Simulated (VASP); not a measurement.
Wanted: the native input for a VASP 6.6.1 run.

```
Task                   : dielectric tensor
Functional             : LDA
Potentials or basis    : VASP PAW LDA potentials, release 64 (Cl, Li_sv)
Cutoff                 : 520 eV
k mesh                 : 9 × 9 × 9
Occupations            : gaussian, width 0.01 eV
Spin                   : no spin polarisation
Dipole correction      : no
Further INCAR settings : ALGO = Normal; EDIFF = 1e-08
```

The structure of LiCl lies in POSCAR:

```
LiCl
1.0
    0.0000000000      2.5647700000      2.5647700000
    2.5647700000      0.0000000000      2.5647700000
    2.5647700000      2.5647700000      0.0000000000
Cl Li
1 1
Direct
    0.5000000000      0.5000000000      0.5000000000
    0.0000000000      0.0000000000      0.0000000000
```

One way to write it, as run:

INCAR

```
  PREC = Accurate
  ENCUT = 520
  EDIFF = 1E-8
  ISMEAR = 0
  SIGMA = 0.01
  LREAL = F
  LASPH = T
  NELM = 80
  ALGO = Normal
  ISIF = 2
  LWAVE = F
  LCHARG = F
  GGA = CA
  LEPSILON = T
```

KPOINTS

```
Automatic mesh
0
Gamma
  9 9 9
```

Potentials or basis: VASP PAW LDA potentials, release 64 (Cl, Li_sv).

Command:

```sh
$ cat potpaw_LDA.64/Cl/POTCAR potpaw_LDA.64/Li_sv/POTCAR > POTCAR
$ mpirun -np 1 vasp_std > vasp.out
```

Results of the run:

```yaml
Band_gap_on_the_k_mesh: 6.00 eV, direct
Electronic_dielectric_tensor_diagonal: 3.05
Born_charges_mean_of_the_diagonal: Cl -1.18; Li +1.18 e
```

Wall time 4.2 min on 1 thread of Intel(R) Xeon(R) Platinum 8259CL CPU @ 2.50GHz (Skylake/Cascade Lake), on a shared host, peak memory 0.18 GiB.
